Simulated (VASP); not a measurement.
# Zn2Pb3 (P6/mmm) in VASP: further runs

Zn2Pb3 is run at these levels: PBE; tasks: single point, relaxation of cell and atoms.

Program: VASP 6.6.1. These are calculated values, not measurements. Logs are shortened: lines on timing, memory, paths and dates and some standing lists are left out, and cuts for length are marked.

## (1) The cell of the first run

The structure is hexagonal, space group P6/mmm (No. 191). The conventional cell has a = 8.717 Å, b = 8.717 Å, c = 6.349 Å, α = 90.00°, β = 90.00°, γ = 120.00°. Zn (site symmetry -6m2) has 3 Pb at 2.52 Å within 3.3 Å. Within 3.7 Å of Zn (site symmetry 6mm) lie 2 Zn at 2.74 to 3.60 Å. Pb (site symmetry mmm) has 6 Pb at 3.17 to 4.36 Å and 8 Zn at 4.05 to 4.57 Å within 4.6 Å. Pb (site symmetry mmm) has 2 Zn at 2.52 Å and 2 Pb at 3.17 Å within 3.3 Å.

The cell was generated, and may not be a known phase.

## (2) Single point, PBE

INCAR reads:

```
  PREC = Accurate
  ENCUT = 520
  EDIFF = 1E-6
  ISMEAR = 0
  SIGMA = 0.2
  LREAL = F
  LASPH = T
  NELM = 60
  ALGO = Fast
  ISIF = 2
  LWAVE = F
  LCHARG = T
  GGA = PE
  LELF = T
  LVHAR = T
  NBANDS = 77
```

KPOINTS reads:

```
regular mesh
0
Gamma
  3 3 3
```

POSCAR reads:

```
Zn2Pb3
1.0
    8.7170209944      0.0000000000      0.0000000000
   -4.3585104972      7.5491616264      0.0000000000
    0.0000000000      0.0000000000      6.3493731640
Zn Pb
4 6
Direct
    0.3333333333      0.6666666667      0.5000000000
    0.6666666667      0.3333333333      0.5000000000
    0.0000000000      0.0000000000      0.2161501377
    0.0000000000      0.0000000000      0.7838498623
    0.5000000000      0.0000000000      0.0000000000
    0.0000000000      0.5000000000      0.0000000000
    0.5000000000      0.5000000000      0.0000000000
    0.5000000000      0.0000000000      0.5000000000
    0.0000000000      0.5000000000      0.5000000000
    0.5000000000      0.5000000000      0.5000000000
```

Potentials or basis: VASP PAW PBE potentials, release 64 (Zn, Pb_d).

Run with:

```bash
cat potpaw_PBE.64/Zn/POTCAR potpaw_PBE.64/Pb_d/POTCAR > POTCAR
mpirun -np 1 vasp_std > vasp.out
```

OUTCAR:

```text
PREC = Accurate
   ENCUT = 520
   EDIFF = 1E-6
   ISMEAR = 0
   LREAL = F
   LASPH = T
   NELM = 60
   ISIF = 2
   GGA = PE

 ion  position               nearest neighbor table
   1  0.333  0.667  0.500-   8 2.52   9 2.52  10 2.52
   2  0.667  0.333  0.500-   8 2.52   9 2.52  10 2.52
   3  0.000  0.000  0.216-   4 2.74
   4  0.000  0.000  0.784-   3 2.74
   5  0.500  0.000  0.000-   8 3.17   8 3.17
   6  0.000  0.500  0.000-   9 3.17   9 3.17
   7  0.500  0.500  0.000-  10 3.17  10 3.17
   8  0.500  0.000  0.500-   1 2.52   2 2.52   5 3.17   5 3.17
   9  0.000  0.500  0.500-   1 2.52   2 2.52   6 3.17   6 3.17
  10  0.500  0.500  0.500-   1 2.52   2 2.52   7 3.17   7 3.17

  LATTYP: Found a hexagonal cell.
 ALAT       =     8.7170209944
 C/A-ratio  =     0.7283879628

  Lattice vectors:

 A1 = (   8.7170209944,   0.0000000000,   0.0000000000)
 A2 = (  -4.3585104972,   7.5491616264,   0.0000000000)
 A3 = (   0.0000000000,   0.0000000000,   6.3493731640)

Analysis of symmetry for initial positions (statically):
=====================================================================
 Subroutine PRICEL returns:
 Original cell was already a primitive cell.

 Routine SETGRP: Setting up the symmetry group for a
 hexagonal supercell.

 Subroutine GETGRP returns: Found 24 space group operations
 (whereof 24 operations were pure point group operations)
 out of a pool of 24 trial point group operations.

The static configuration has the point symmetry D_6h.

Analysis of symmetry for dynamics (positions and initial velocities):
=====================================================================
 Subroutine PRICEL returns:
 Original cell was already a primitive cell.

 Routine SETGRP: Setting up the symmetry group for a
 hexagonal supercell.

 Subroutine GETGRP returns: Found 24 space group operations
 (whereof 24 operations were pure point group operations)
 out of a pool of 24 trial point group operations.

The dynamic configuration has the point symmetry D_6h.

 Subroutine INISYM returns: Found 24 space group operations
 (whereof 24 operations are pure point group operations),
 and found     1 'primitive' translations

----------------------------------------------------------------------------------------

                                     Primitive cell

  volume of cell :     417.8281

  direct lattice vectors                    reciprocal lattice vectors
     8.717020994  0.000000000  0.000000000     0.114718090  0.066232520  0.000000000
    -4.358510497  7.549161626  0.000000000     0.000000000  0.132465040  0.000000000
     0.000000000  0.000000000  6.349373164     0.000000000  0.000000000  0.157495862

  length of vectors
     8.717020994  8.717020994  6.349373164     0.132465040  0.132465040  0.157495862

  position of ions in fractional coordinates (direct lattice)
     0.333333333  0.666666667  0.500000000
     0.666666667  0.333333333  0.500000000
     0.000000000  0.000000000  0.216150138
     0.000000000  0.000000000  0.783849862
     0.500000000  0.000000000  0.000000000
     1.000000000  0.500000000  0.000000000
     0.500000000  0.500000000  0.000000000
     0.500000000  0.000000000  0.500000000
     1.000000000  0.500000000  0.500000000
     0.500000000  0.500000000  0.500000000

  ion indices of the primitive-cell ions
   primitive index   ion index
                 1           1
                 2           2
                 3           3
                 4           4
                 5           5
                 6           6
                 7           7
                 8           8
                 9           9
                10          10

----------------------------------------------------------------------------------------

 KPOINTS: regular mesh

Automatic generation of k-mesh.
 Grid dimensions read from file:
 generate k-points for:    3    3    3

 Generating k-lattice:

  Cartesian coordinates                     Fractional coordinates (reciprocal lattice)
     0.038239363  0.022077507  0.000000000     0.333333333 -0.000000000  0.000000000
     0.000000000  0.044155013  0.000000000     0.000000000  0.333333333  0.000000000
     0.000000000  0.000000000  0.052498621     0.000000000  0.000000000  0.333333333

  Length of vectors
     0.044155013  0.044155013  0.052498621

  Shift w.r.t. Gamma in fractional coordinates (k-lattice)
     0.000000000  0.000000000  0.000000000

 Subroutine IBZKPT returns following result:
 ===========================================

 Found      6 irreducible k-points:

 Following reciprocal coordinates:
            Coordinates               Weight
  0.000000  0.000000  0.000000      1.000000
  0.333333  0.000000  0.000000      6.000000
  0.333333  0.333333  0.000000      2.000000
  0.000000  0.000000  0.333333      2.000000
  0.333333  0.000000  0.333333     12.000000
  0.333333  0.333333  0.333333      4.000000
   k-points           NKPTS =      6   k-points in BZ     NKDIM =      6   number of bands    NBANDS=     77
   number of dos      NEDOS =    301   number of ions     NIONS =     10
   total plane-waves  NPLWV = 235200
   dimension x,y,z NGX =    70 NGY =   70 NGZ =   48
   dimension x,y,z NGXF=   140 NGYF=  140 NGZF=   96
   ions per type =               4   6
   NGX,Y,Z   is equivalent  to a cutoff of  13.35, 13.35, 12.57 a.u.
   NGXF,Y,Z  is equivalent  to a cutoff of  26.70, 26.70, 25.14 a.u.
 SYSTEM =  unknown system
   PREC   = accura    normal or accurate (medium, high low for compatibility)
   ISTART =      0    job   : 0-new  1-cont  2-samecut
   ICHARG =      2    charge: 1-file 2-atom 10-const
   ISPIN  =      1    spin polarized calculation?
   LNONCOLLINEAR =      F non collinear calculations
   LSORBIT =      F    spin-orbit coupling
   LASPH  =      T    aspherical Exc in radial PAW
   ENCUT  =  520.0 eV  38.22 Ry    6.18 a.u.  16.21 16.21 11.81*2*pi/ulx,y,z
   NELM   =     60;   NELMIN=  2; NELMDL= -5     # of ELM steps
   EDIFF  = 0.1E-05   stopping-criterion for ELM
   LREAL  =      F    real-space projection
   EDIFFG = 0.1E-04   stopping-criterion for IOM
   NSW    =      0    number of steps for IOM
   IBRION =     -1    ionic relax: 0-MD 1-quasi-New 2-CG
   NFREE  =      0    steps in history (QN), initial steepest desc. (CG)
   ISIF   =      2    stress and relaxation
   ISYM   =      2    0-nonsym 1-usesym 2-fastsym
   POTIM  = 0.5000    time-step for ionic-motion
   TEBEG  =    0.0;   TEEND  =   0.0 temperature during run
   PSTRESS=    0.0 pullay stress
   NELECT =     132.0000    total number of electrons
   NUPDOWN=      -1.0000    fix difference up-down
   EMIN   =  10.00;   EMAX   =-10.00  energy-range for DOS
   EFERMI =   0.00;   METHOD = LEGACY
   ISMEAR =     0;   SIGMA  =   0.20  broadening in eV -4-tet -1-fermi 0-gaus
   EFERMI_NEDOS =   21; number of points for ismear=-14 and -15
   IALGO  =     68    algorithm
   IMIX   =      4    mixing-type and parameters
     AMIX     =   0.40;   BMIX     =  1.00
     AMIX_MAG =   1.60;   BMIX_MAG =  1.00
  volume/ion in A,a.u.               =      41.78       281.96
  Fermi-wavevector in a.u.,A,eV,Ry     =   1.114980  2.107006 16.914484  1.243179
  Thomas-Fermi vector in A             =   2.251580
   LORBIT       =      0    0 simple, 1 ext, 2 COOP (PROOUT), +10 PAW based schemes
   GGA     = PE    functional components
   LHFCALC =     F    Hartree Fock is set to
   AEXX    =    0.0000 exact exchange contribution
   IVDW    =     0    specifies the selected vdW correction
   LEPSILON=     F    determine dielectric tensor
   LRPA    =     F    only Hartree local field effects (RPA)
 non-spin polarized calculation
 RMM-DIIS sequential band-by-band and
 Gauss-broadening in eV      SIGMA  =   0.20
  energy-cutoff  :      520.00
  volume of cell :      417.83
 maximum number of plane-waves:     11262
 NGX is ok and might be reduce to    70
   NGX = 33   NGY = 33   NGZ = 23

 number of electron     132.0000022 magnetization

 Free energy of the ion-electron system (eV)
  ---------------------------------------------------
  ext. energy  EPLUGINS =         0.00000000
  ---------------------------------------------------
  free energy    TOTEN  =       -17.98941231 eV

  energy without entropy =      -17.81417199  energy(sigma->0) =      -17.90179215

 E-fermi :   1.8083     XC(G=0):  -7.8581

 val. band max:        1.7809507359   @ k =   0.3333   0.0000   0.3333
 cond. band min:       1.9294955186   @ k =   0.3333   0.3333   0.3333
 fundamental gap:      0.1485447827
 Fermi energy:         1.8082770734

 k-point     1 :       0.0000    0.0000    0.0000
  band No.  band energies     occupation
      1     -15.5111      2.00000
      2     -15.4952      2.00000
      3     -15.4952      2.00000
      4     -15.3163      2.00000
      5     -15.2816      2.00000
      6     -15.2816      2.00000
[... 69 lines left out ...]
     76       5.1459      0.00000
     77       5.4573      0.00000

 k-point     2 :       0.3333    0.0000    0.0000
  band No.  band energies     occupation
      1     -15.5073      2.00000
      2     -15.4982      2.00000
      3     -15.4951      2.00000
      4     -15.3073      2.00000
      5     -15.2820      2.00000
      6     -15.2812      2.00000
[... 69 lines left out ...]
     76       4.5775      0.00000
     77       5.0072      0.00000

 k-point     3 :       0.3333    0.3333    0.0000
  band No.  band energies     occupation
      1     -15.5026      2.00000
      2     -15.5026      2.00000
      3     -15.4951      2.00000
      4     -15.2947      2.00000
      5     -15.2947      2.00000
      6     -15.2807      2.00000
[... 69 lines left out ...]
     76       4.2814      0.00000
     77       4.8613      0.00000

 k-point     4 :       0.0000    0.0000    0.3333
  band No.  band energies     occupation
      1     -15.3866      2.00000
      2     -15.3571      2.00000
      3     -15.3571      2.00000
      4     -15.3035      2.00000
      5     -15.2697      2.00000
      6     -15.2697      2.00000
[... 69 lines left out ...]
     76       5.3260      0.00000
     77       5.5937      0.00000

 k-point     5 :       0.3333    0.0000    0.3333
  band No.  band energies     occupation
      1     -15.3789      2.00000
      2     -15.3619      2.00000
      3     -15.3569      2.00000
      4     -15.2975      2.00000
      5     -15.2779      2.00000
      6     -15.2696      2.00000
[... 69 lines left out ...]
     76       4.9861      0.00000
     77       5.3365      0.00000

 k-point     6 :       0.3333    0.3333    0.3333
  band No.  band energies     occupation
      1     -15.3697      2.00000
      2     -15.3697      2.00000
      3     -15.3568      2.00000
      4     -15.2883      2.00000
      5     -15.2883      2.00000
      6     -15.2696      2.00000
[... 69 lines left out ...]
     76       5.1445      0.00000
     77       5.4051      0.00000

------------------------ aborting loop because EDIFF is reached ----------------------------------------

  FORCE on cell =-STRESS in cart. coord.  units (eV):
  Direction    XX          YY          ZZ          XY          YZ          ZX
  --------------------------------------------------------------------------------------
  -------------------------------------------------------------------------------------
  Total        0.6325000      0.6325000     -0.1700275      0.0000000      0.0000000      0.0000000
  in kB        2.4253446      2.4253446     -0.6519766      0.0000000      0.0000000      0.0000000
  external PRESSURE =       1.3995709 kB  Pullay stress =       0.0000000 kB

 VOLUME and BASIS-vectors are now :
 -----------------------------------------------------------------------------
  energy-cutoff  :      520.00
  volume of cell :      417.83
      direct lattice vectors                 reciprocal lattice vectors
     8.717020994  0.000000000  0.000000000     0.114718090  0.066232520  0.000000000
    -4.358510497  7.549161626  0.000000000     0.000000000  0.132465040  0.000000000
     0.000000000  0.000000000  6.349373164     0.000000000  0.000000000  0.157495862

 POSITION                                       TOTAL-FORCE (eV/Angst)
 -----------------------------------------------------------------------------------
     -0.00000      5.03277      3.17469         0.000000      0.000000      0.000000
      4.35851      2.51639      3.17469        -0.000000     -0.000000      0.000000
      0.00000      0.00000      1.37242         0.000000     -0.000000     -0.009827
      0.00000      0.00000      4.97696        -0.000000      0.000000      0.009827
      4.35851      0.00000      0.00000         0.000000      0.000000      0.000000
     -2.17926      3.77458      0.00000         0.000000      0.000000      0.000000
      2.17926      3.77458      0.00000         0.000000      0.000000      0.000000
      4.35851      0.00000      3.17469         0.000000      0.000000      0.000000
     -2.17926      3.77458      3.17469         0.000000      0.000000      0.000000
      2.17926      3.77458      3.17469         0.000000      0.000000      0.000000
 -----------------------------------------------------------------------------------
    total drift:                                0.000000     -0.000000      0.000000

  FREE ENERGIE OF THE ION-ELECTRON SYSTEM (eV)
  ---------------------------------------------------
  free  energy   TOTEN  =       -17.9894123095 eV

  energy  without entropy=      -17.8141719924  energy(sigma->0) =      -17.90179215
```

It took 2.5 min on 1 thread of Intel Xeon 6975P-C (Granite Rapids), shared host; peak memory 0.58 GiB.

Results:

```
Free energy            : -17.9894 eV
Pressure               : 0.1 GPa
Largest force          : 0.010 eV/Å
Band gap on the k mesh : zero (bands 66 and 67 overlap by 0.35 eV)
```

Forces in eV/Å, atoms in the order of the input:
```
Zn   0.000  0.000  0.000
Zn   0.000  0.000  0.000
Zn   0.000  0.000 -0.010
Zn   0.000  0.000  0.010
Pb   0.000  0.000  0.000
Pb   0.000  0.000  0.000
Pb   0.000  0.000  0.000
Pb   0.000  0.000  0.000
Pb   0.000  0.000  0.000
Pb   0.000  0.000  0.000
```

Levels at points of the mesh, in eV from the Fermi level:
| k point | band 63 | band 64 | band 65 | band 66 | band 67 | band 68 | band 69 | band 70 |
| --- | --- | --- | --- | --- | --- | --- | --- | --- |
| (0.00, 0.00, 0.00) | -1.85 | -0.63 | -0.06 | -0.06 | -0.05 | 0.67 | 0.86 | 1.25 |

Caveat: spin-orbit coupling is left out, which moves the levels of the heavy elements.

[end of part 1 of 2]

The gap in the log of VASP goes by the Fermi energy; the results here count the filled bands.